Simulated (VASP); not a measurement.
# BaTiO3 (P4mm) in VASP: notebook

Runs on BaTiO3. Level: PBE. Tasks: relaxation of shape and atoms at fixed volume.

Program: VASP 6.6.1. These are calculated values, not measurements. Logs are shortened: lines on timing, memory, paths and dates and some standing lists are left out, and cuts for length are marked.

### Step 1. The cell of the first run

The structure is tetragonal, space group P4mm (No. 99). Conventional cell: a = 3.946 Å, b = 3.946 Å, c = 4.152 Å, α = 90.00°, β = 90.00°, γ = 90.00°. Within 3.7 Å of Ba (site symmetry 4mm) lie 12 O at 2.77 to 2.96 Å and 8 Ti at 3.44 to 3.52 Å. Ti (site symmetry 4mm) has 6 O at 1.80 to 2.36 Å within 2.4 Å. Within 2.4 Å of O (site symmetry 4mm) lie 2 Ti at 1.80 to 2.36 Å. O (site symmetry 2mm) has 2 Ti at 1.98 Å within 2.6 Å.

### Step 2. Relaxation of shape and atoms at fixed volume, PBE (12.93 Å³/atom)

File INCAR:

```
SYSTEM = BaTiO3
PREC = Accurate ; ENCUT = 600
EDIFF = 1E-7 ; ISMEAR = 0
SIGMA = 0.02 ; LREAL = .FALSE.
LASPH = .TRUE. ; NELM = 120
ALGO = Normal ; ISIF = 4
LWAVE = .FALSE. ; LCHARG = .FALSE.
GGA = PE ; IBRION = 2
NSW = 50 ; EDIFFG = -0.01
GGA_COMPAT = .FALSE. ; NELMIN = 4
```

File KPOINTS:

```
Automatic mesh
0
G
  8 8 8
  0 0 0
```

File POSCAR:

```
BaTiO3
1.0
    3.9455747163      0.0000000000      0.0000000000
    0.0000000000      3.9455747163      0.0000000000
    0.0000000000      0.0000000000      4.1515149977
Ba Ti O
1 1 3
Direct
    0.0000000000      0.0000000000     -0.0101233329
    0.5000000000      0.5000000000      0.4726923166
    0.5000000000      0.5000000000      0.0401846309
    0.5000000000      0.0000000000      0.5201231927
    0.0000000000      0.5000000000      0.5201231927
```

Potentials or basis: VASP PAW PBE potentials, release 64 (Ba_sv, Ti_sv, O).

Launch:

```
$ cat potpaw_PBE.64/Ba_sv/POTCAR potpaw_PBE.64/Ti_sv/POTCAR potpaw_PBE.64/O/POTCAR > POTCAR
$ mpirun -np 1 vasp_std > vasp.out
```

OUTCAR:

```text
SYSTEM = BaTiO3
   PREC = Accurate
   ENCUT = 600
   EDIFF = 1E-7
   ISMEAR = 0
   LREAL = .FALSE.
   LASPH = .TRUE.
   NELM = 120
   ISIF = 4
   GGA = PE
   IBRION = 2
   NSW = 50
   EDIFFG = -0.01
   NELMIN = 4

 ion  position               nearest neighbor table
   1  0.000  0.000  0.990-   4 2.77   5 2.77   5 2.77   4 2.77   3 2.80   3 2.80   3 2.80   3 2.80
                             4 2.96   5 2.96   5 2.96   4 2.96   2 3.44   2 3.44   2 3.44   2 3.44
   2  0.500  0.500  0.473-   3 1.80   4 1.98   5 1.98   4 1.98   5 1.98   3 2.36   1 3.44   1 3.44
                             1 3.44   1 3.44   1 3.52   1 3.52   1 3.52   1 3.52
   3  0.500  0.500  0.040-   2 1.80   2 2.36   1 2.80   1 2.80   1 2.80   1 2.80
   4  0.500  0.000  0.520-   2 1.98   2 1.98   1 2.77   1 2.77   1 2.96   1 2.96
   5  0.000  0.500  0.520-   2 1.98   2 1.98   1 2.77   1 2.77   1 2.96   1 2.96

  LATTYP: Found a simple tetragonal cell.
 ALAT       =     3.9455747163
 C/A-ratio  =     1.0521952558

  Lattice vectors:

 A1 = (   3.9455747163,   0.0000000000,   0.0000000000)
 A2 = (   0.0000000000,   3.9455747163,   0.0000000000)
 A3 = (   0.0000000000,   0.0000000000,   4.1515149977)

Analysis of symmetry for initial positions (statically):
=====================================================================
 Subroutine PRICEL returns:
 Original cell was already a primitive cell.

 Routine SETGRP: Setting up the symmetry group for a
 simple tetragonal supercell.

 Subroutine GETGRP returns: Found  8 space group operations
 (whereof  8 operations were pure point group operations)
 out of a pool of 16 trial point group operations.

The static configuration has the point symmetry C_4v.

Analysis of symmetry for dynamics (positions and initial velocities):
=====================================================================
 Subroutine PRICEL returns:
 Original cell was already a primitive cell.

 Routine SETGRP: Setting up the symmetry group for a
 simple tetragonal supercell.

 Subroutine GETGRP returns: Found  8 space group operations
 (whereof  8 operations were pure point group operations)
 out of a pool of 16 trial point group operations.

The dynamic configuration has the point symmetry C_4v.

 Subroutine INISYM returns: Found  8 space group operations
 (whereof  8 operations are pure point group operations),
 and found     1 'primitive' translations

----------------------------------------------------------------------------------------

                                     Primitive cell

  volume of cell :      64.6290

  direct lattice vectors                    reciprocal lattice vectors
     3.945574716  0.000000000  0.000000000     0.253448502  0.000000000  0.000000000
     0.000000000  3.945574716  0.000000000     0.000000000  0.253448502  0.000000000
     0.000000000  0.000000000  4.151514998     0.000000000  0.000000000  0.240875921

  length of vectors
     3.945574716  3.945574716  4.151514998     0.253448502  0.253448502  0.240875921

  position of ions in fractional coordinates (direct lattice)
     0.000000000  0.000000000  0.989876667
     0.500000000  0.500000000  0.472692317
     0.500000000  0.500000000  0.040184631
     0.500000000  0.000000000  0.520123193
     0.000000000  0.500000000  0.520123193

  ion indices of the primitive-cell ions
   primitive index   ion index
                 1           1
                 2           2
                 3           3
                 4           4
                 5           5

----------------------------------------------------------------------------------------

 KPOINTS: Automatic mesh

Automatic generation of k-mesh.
 Grid dimensions read from file:
 generate k-points for:    8    8    8

 Generating k-lattice:

  Cartesian coordinates                     Fractional coordinates (reciprocal lattice)
     0.031681063  0.000000000  0.000000000     0.125000000  0.000000000  0.000000000
     0.000000000  0.031681063  0.000000000     0.000000000  0.125000000  0.000000000
     0.000000000  0.000000000  0.030109490     0.000000000  0.000000000  0.125000000

  Length of vectors
     0.031681063  0.031681063  0.030109490

  Shift w.r.t. Gamma in fractional coordinates (k-lattice)
     0.000000000  0.000000000  0.000000000

 Subroutine IBZKPT returns following result:
 ===========================================

 Found     75 irreducible k-points:

 Following reciprocal coordinates:
            Coordinates               Weight
  0.000000  0.000000  0.000000      1.000000
  0.125000  0.000000  0.000000      4.000000
  0.250000  0.000000  0.000000      4.000000
  0.375000  0.000000  0.000000      4.000000
  0.500000  0.000000  0.000000      2.000000
  0.125000  0.125000  0.000000      4.000000
[... 16 lines left out ...]
  0.375000  0.125000  0.125000     16.000000
  0.500000  0.125000  0.125000      8.000000
 [... further k-points ...]
   k-points           NKPTS =     75   k-points in BZ     NKDIM =     75   number of bands    NBANDS=     24
   number of dos      NEDOS =    301   number of ions     NIONS =      5
   total plane-waves  NPLWV =  36864
   dimension x,y,z NGX =    32 NGY =   32 NGZ =   36
   dimension x,y,z NGXF=    64 NGYF=   64 NGZF=   72
   ions per type =               1   1   3
   NGX,Y,Z   is equivalent  to a cutoff of  13.48, 13.48, 14.42 a.u.
   NGXF,Y,Z  is equivalent  to a cutoff of  26.97, 26.97, 28.83 a.u.
 SYSTEM =  BaTiO3
   PREC   = accura    normal or accurate (medium, high low for compatibility)
   ISTART =      0    job   : 0-new  1-cont  2-samecut
   ICHARG =      2    charge: 1-file 2-atom 10-const
   ISPIN  =      1    spin polarized calculation?
   LNONCOLLINEAR =      F non collinear calculations
   LSORBIT =      F    spin-orbit coupling
   LASPH  =      T    aspherical Exc in radial PAW
   ENCUT  =  600.0 eV  44.10 Ry    6.64 a.u.   7.88  7.88  8.29*2*pi/ulx,y,z
   NELM   =    120;   NELMIN=  4; NELMDL= -5     # of ELM steps
   EDIFF  = 0.1E-06   stopping-criterion for ELM
   LREAL  =      F    real-space projection
   EDIFFG = -.1E-01   stopping-criterion for IOM
   NSW    =     50    number of steps for IOM
   IBRION =      2    ionic relax: 0-MD 1-quasi-New 2-CG
   NFREE  =      1    steps in history (QN), initial steepest desc. (CG)
   ISIF   =      4    stress and relaxation
   ISYM   =      2    0-nonsym 1-usesym 2-fastsym
   POTIM  = 0.5000    time-step for ionic-motion
   TEBEG  =    0.0;   TEEND  =   0.0 temperature during run
   PSTRESS=    0.0 pullay stress
   NELECT =      40.0000    total number of electrons
   NUPDOWN=      -1.0000    fix difference up-down
   EMIN   =  10.00;   EMAX   =-10.00  energy-range for DOS
   EFERMI =   0.00;   METHOD = LEGACY
   ISMEAR =     0;   SIGMA  =   0.02  broadening in eV -4-tet -1-fermi 0-gaus
   EFERMI_NEDOS =   21; number of points for ismear=-14 and -15
   IALGO  =     38    algorithm
   IMIX   =      4    mixing-type and parameters
     AMIX     =   0.40;   BMIX     =  1.00
     AMIX_MAG =   1.60;   BMIX_MAG =  1.00
  volume/ion in A,a.u.               =      12.93        87.23
  Fermi-wavevector in a.u.,A,eV,Ry     =   1.395144  2.636440 26.482753  1.946427
  Thomas-Fermi vector in A             =   2.518625
   LORBIT       =      0    0 simple, 1 ext, 2 COOP (PROOUT), +10 PAW based schemes
   GGA     = PE    functional components
   LHFCALC =     F    Hartree Fock is set to
   AEXX    =    0.0000 exact exchange contribution
   IVDW    =     0    specifies the selected vdW correction
   LEPSILON=     F    determine dielectric tensor
   LRPA    =     F    only Hartree local field effects (RPA)
 conjugate gradient relaxation of ions
 non-spin polarized calculation
 Gauss-broadening in eV      SIGMA  =   0.02
  energy-cutoff  :      600.00
  volume of cell :       64.63
 maximum number of plane-waves:      2176
 NGX is ok and might be reduce to    32
   NGX = 15   NGY = 15   NGZ = 17

--------------------------------------- Ionic step        1  -------------------------------------------

 number of electron      39.9999982 magnetization

 Free energy of the ion-electron system (eV)
  ---------------------------------------------------
  ext. energy  EPLUGINS =         0.00000000
  ---------------------------------------------------
  free energy    TOTEN  =       -39.99171112 eV

  energy without entropy =      -39.99171112  energy(sigma->0) =      -39.99171112

------------------------ aborting loop because EDIFF is reached ----------------------------------------

  FORCE on cell =-STRESS in cart. coord.  units (eV):
  Direction    XX          YY          ZZ          XY          YZ          ZX
  --------------------------------------------------------------------------------------
  -------------------------------------------------------------------------------------
  Total        2.7466478      2.7466478      2.6991111      0.0000000      0.0000000      0.0000000
  in kB       68.0904798     68.0904798     66.9120271      0.0000000      0.0000000      0.0000000
  external PRESSURE =      67.6976622 kB  Pullay stress =       0.0000000 kB
[... 98 lines left out ...]
  FREE ENERGIE OF THE ION-ELECTRON SYSTEM (eV)
  ---------------------------------------------------
  free  energy   TOTEN  =       -39.9995226308 eV

  energy  without entropy=      -39.9995226308  energy(sigma->0) =      -39.99952263

[... ionic steps 4 to 7 ...]

--------------------------------------- Ionic step        8  -------------------------------------------

 number of electron      39.9999988 magnetization

------------------------ aborting loop because EDIFF is reached ----------------------------------------

  FORCE on cell =-STRESS in cart. coord.  units (eV):
  Direction    XX          YY          ZZ          XY          YZ          ZX
  --------------------------------------------------------------------------------------
  -------------------------------------------------------------------------------------
  Total        1.7792319      1.7792319      1.7709983      0.0000000      0.0000000      0.0000000
  in kB       44.1078595     44.1078595     43.9037460      0.0000000      0.0000000      0.0000000
  external PRESSURE =      44.0398216 kB  Pullay stress =       0.0000000 kB
[... 63 lines left out ...]
  energy  without entropy=      -40.0102251254  energy(sigma->0) =      -40.01022513

--------------------------------------- Ionic step       10  -------------------------------------------

 number of electron      39.9999988 magnetization

 Free energy of the ion-electron system (eV)
  ---------------------------------------------------
  ext. energy  EPLUGINS =         0.00000000
  ---------------------------------------------------
  free energy    TOTEN  =       -40.01022688 eV

  energy without entropy =      -40.01022688  energy(sigma->0) =      -40.01022688

 E-fermi :   4.0184     XC(G=0): -11.2053

 val. band max:        3.8837447961   @ k =   0.5000   0.5000   0.5000
 cond. band min:       5.6774027498   @ k =   0.0000   0.0000   0.0000
 fundamental gap:      1.7936579537
 Fermi energy:         4.0184040084

 k-point     1 :       0.0000    0.0000    0.0000
  band No.  band energies     occupation
      1     -52.7013      2.00000
      2     -28.9887      2.00000
      3     -28.9122      2.00000
      4     -28.9122      2.00000
      5     -21.0909      2.00000
      6     -13.1020      2.00000
[... 637 lines left out ...]
     23       7.4836      0.00000
     24       8.5531      0.00000

 [... further k-points ...]

------------------------ aborting loop because EDIFF is reached ----------------------------------------

  FORCE on cell =-STRESS in cart. coord.  units (eV):
  Direction    XX          YY          ZZ          XY          YZ          ZX
  --------------------------------------------------------------------------------------
  -------------------------------------------------------------------------------------
  Total        1.7820870      1.7820870      1.8377739      0.0000000      0.0000000      0.0000000
  in kB       44.1786388     44.1786388     45.5591397      0.0000000      0.0000000      0.0000000
  external PRESSURE =      44.6388058 kB  Pullay stress =       0.0000000 kB
[... 20 lines left out ...]
  FREE ENERGIE OF THE ION-ELECTRON SYSTEM (eV)
  ---------------------------------------------------
  free  energy   TOTEN  =       -40.0102268786 eV

  energy  without entropy=      -40.0102268786  energy(sigma->0) =      -40.01022688

 reached required accuracy - stopping structural energy minimisation
```

Wall time 10 min (1 thread of Oxide Virtual Turin-like, shared host); peak memory 0.27 GiB.

Results:

```
Free energy                  : -40.0102 eV
Energy gained by relaxing    : 3.7 meV/atom
Ionic steps                  : 10
Pressure after relaxing      : 4.5 GPa
Largest force after relaxing : 0.007 eV/Å
Band gap on the k mesh       : 1.79 eV (least direct gap 2.22 eV)
```

Forces in eV/Å, atoms in the order of the input:
```
Ba   0.000  0.000  0.007
Ti   0.000  0.000 -0.002
O    0.000  0.000 -0.006
O    0.000  0.000  0.000
O    0.000  0.000  0.000
```

Stress tensor (GPa, compression positive):
```
4.42 0.00 0.00
0.00 4.42 0.00
0.00 0.00 4.56
```

Step by step:
```
step  energy change (eV)  largest force (eV/Å)  pressure (GPa)  volume (Å³)
   1              0.0000                0.4813            6.77        64.63
   2             -0.0077                0.1309            5.59        64.63
   3             -0.0078                0.1267            5.72        64.63
   4             -0.0136                0.1015            5.28        64.63
   5             -0.0173                0.0730            4.72        64.63
   6             -0.0173                0.0782            4.67        64.63
   7             -0.0183                0.0359            4.50        64.63
   8             -0.0185                0.0297            4.40        64.63
   9             -0.0185                0.0113            4.47        64.63
  10             -0.0185                0.0071            4.46        64.63
```

Final structure:
```
Ba Ti O
1.0
     3.98135    0.00000    0.00000
     0.00000    3.98135    0.00000
     0.00000    0.00000    4.07724
Ba Ti O
1 1 3
Direct
  0.00000 0.00000 0.99843
  0.50000 0.50000 0.48165
  0.50000 0.50000 0.02924
  0.50000 0.00000 0.51684
  0.00000 0.50000 0.51684
```

Caveat: spin-orbit coupling is left out, which moves the levels of the heavy elements.

### Step 3. Relaxation of shape and atoms at fixed volume, PBE (13.73 Å³/atom)

This run uses another cell than the first one, of 13.73 Å³/atom.

File INCAR:

```
ALGO     = Normal         # electronic algorithm
EDIFF    = 1E-7           # SCF threshold, eV
EDIFFG   = -0.01          # ionic threshold
ENCUT    = 600            # plane-wave cutoff, eV
GGA      = PE             # functional
GGA_COMPAT= False        
IBRION   = 2              # ionic algorithm
ISIF     = 4              # what is computed and relaxed
ISMEAR   = 0              # smearing method
LASPH    = True           # aspherical terms in the spheres
LCHARG   = False          # write CHGCAR
LREAL    = False          # projectors in reciprocal space
LWAVE    = False          # write WAVECAR
NELM     = 120            # most SCF steps
NELMIN   = 4            
NSW      = 50             # ionic steps
PREC     = Accurate       # precision mode
SIGMA    = 0.02           # smearing width, eV
```

File KPOINTS:

```
k-points
0
Gamma
  8 8 8
```

POSCAR: that of step 2 with these lines changed.

```diff
@@ -2,5 +2,5 @@
 1.0
-    3.9455747163      0.0000000000      0.0000000000
-    0.0000000000      3.9455747163      0.0000000000
-    0.0000000000      0.0000000000      4.1515149977
+    4.0253047776      0.0000000000      0.0000000000
+    0.0000000000      4.0253047776      0.0000000000
+    0.0000000000      0.0000000000      4.2354065899
 Ba Ti O
```

Potentials or basis: VASP PAW PBE potentials, release 64 (Ba_sv, Ti_sv, O).

Launch:

```
$ cat potpaw_PBE.64/Ba_sv/POTCAR potpaw_PBE.64/Ti_sv/POTCAR potpaw_PBE.64/O/POTCAR > POTCAR
$ mpirun -np 1 vasp_std > vasp.out
```

It took 16 min on 1 thread of Oxide Virtual Turin-like, shared host; peak memory 0.28 GiB.

It converged, with:

* Free energy: -40.0484 eV
* Energy gained by relaxing: 1.5 meV/atom
* Ionic steps: 10
* Pressure after relaxing: -1.4 GPa
* Largest force after relaxing: 0.008 eV/Å
* Band gap on the k mesh: 1.76 eV (least direct gap 2.38 eV)

Forces on the atoms (eV/Å):
```
Ba   0.000  0.000  0.005
Ti   0.000  0.000 -0.008
O    0.000  0.000  0.002
O    0.000  0.000  0.001
O    0.000  0.000  0.001
```

Step by step:
```tsv
step	energy change (eV)	largest force (eV/Å)	pressure (GPa)	volume (Å³)
1	0.0000	0.2967	-2.94	68.63
2	-0.0033	0.0646	-2.25	68.63
3	-0.0033	0.0398	-2.31	68.63
4	-0.0053	0.0317	-2.07	68.63
5	-0.0066	0.0524	-1.65	68.63
6	-0.0070	0.0437	-1.61	68.63
7	-0.0072	0.0516	-1.56	68.63
8	-0.0074	0.0647	-1.38	68.63
9	-0.0074	0.0481	-1.42	68.63
10	-0.0075	0.0083	-1.40	68.63
```

Final structure:
```yaml
crystal:
  lattice:
    - [3.99712, 0.00000, 0.00000]
    - [0.00000, 3.99712, 0.00000]
    - [0.00000, 0.00000, 4.29535]
  atoms:
    - { symbol: Ba, position: [0.00000, 0.00000, 0.98554] }
    - { symbol: Ti, position: [0.50000, 0.50000, 0.46803] }
    - { symbol: O, position: [0.50000, 0.50000, 0.04751] }
    - { symbol: O, position: [0.50000, 0.00000, 0.52096] }
    - { symbol: O, position: [0.00000, 0.50000, 0.52096] }
```

Levels at points of the mesh, in eV from the valence-band top:
| k point | band 17 | band 18 | band 19 | band 20 | band 21 | band 22 | band 23 | band 24 |
| --- | --- | --- | --- | --- | --- | --- | --- | --- |
| (0.00, 0.00, 0.00) | -1.37 | -1.15 | -0.62 | -0.62 | 1.76 | 2.50 | 2.50 | 3.91 |
| (0.50, 0.00, 0.00) | -1.97 | -1.76 | -1.72 | -1.51 | 2.55 | 3.33 | 3.44 | 3.98 |
| (0.50, 0.50, 0.00) | -2.16 | -1.21 | -1.21 | -0.05 | 3.49 | 3.49 | 3.80 | 3.82 |
| (0.00, 0.00, 0.50) | -2.11 | -1.98 | -0.75 | -0.75 | 1.87 | 3.33 | 3.33 | 3.92 |
| (0.50, 0.00, 0.50) | -1.92 | -1.28 | -1.16 | -0.64 | 3.34 | 3.38 | 3.56 | 4.65 |
| (0.50, 0.50, 0.50) | -2.71 | -0.59 | -0.59 | 0.00 | 3.80 | 3.80 | 3.94 | 5.65 |

Caveat: spin-orbit coupling is left out, which moves the levels of the heavy elements. A k mesh can miss the band edges.
